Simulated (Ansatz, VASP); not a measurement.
**Hf2CO2 in VASP and in Ansatz**

```
O Hf C
1.0
     3.24238    0.00000    0.00000
    -1.62119    2.80799    0.00000
     0.00000    0.00000   32.96000
O Hf C
2 2 1
Direct
  0.66667 0.33333 0.21219
  0.33333 0.66667 0.35152
  0.33333 0.66667 0.24035
  0.66667 0.33333 0.32336
  0.00000 0.00000 0.28186
```

Alike in both runs: functional PBEsol; k mesh 12 × 12 × 1; occupations gaussian, width 0.03 eV; no spin polarisation.

Ansatz relaxed the structure, and its values are those at the end. VASP's run is a single point on that final structure, the one shown.

|  | VASP | Ansatz |
| --- | --- | --- |
| version | VASP 6.6.1 | Ansatz 0.2.0 |
| potentials or method | VASP PAW PBE potentials, release 64 (O, Hf_pv, C), cutoff 520 eV | scalar-relativistic, plane waves, PAW |
| valence electrons in the cell | 36 | 68 |

|  | VASP | Ansatz | Ansatz less VASP |
| --- | --- | --- | --- |
| gap on the k mesh at the Fermi level (eV) | 0.96 | 0.92 | -0.037 |
| least direct gap on the mesh (eV) | 2.10 | 2.09 | -0.013 |
| rms of the force components (eV/Å) | 0.072 | 0.000 | -0.0717 |

VASP's potentials were made for PBE, not for PBEsol, and Ansatz warns of the same on its side. VASP's potentials hold 36 valence electrons a cell and Ansatz's 68, so a difference there can come from the potentials and not from the codes. Ansatz's warnings: slab cell height set, structure snapped to symmetry.

Spin-orbit coupling is off throughout.
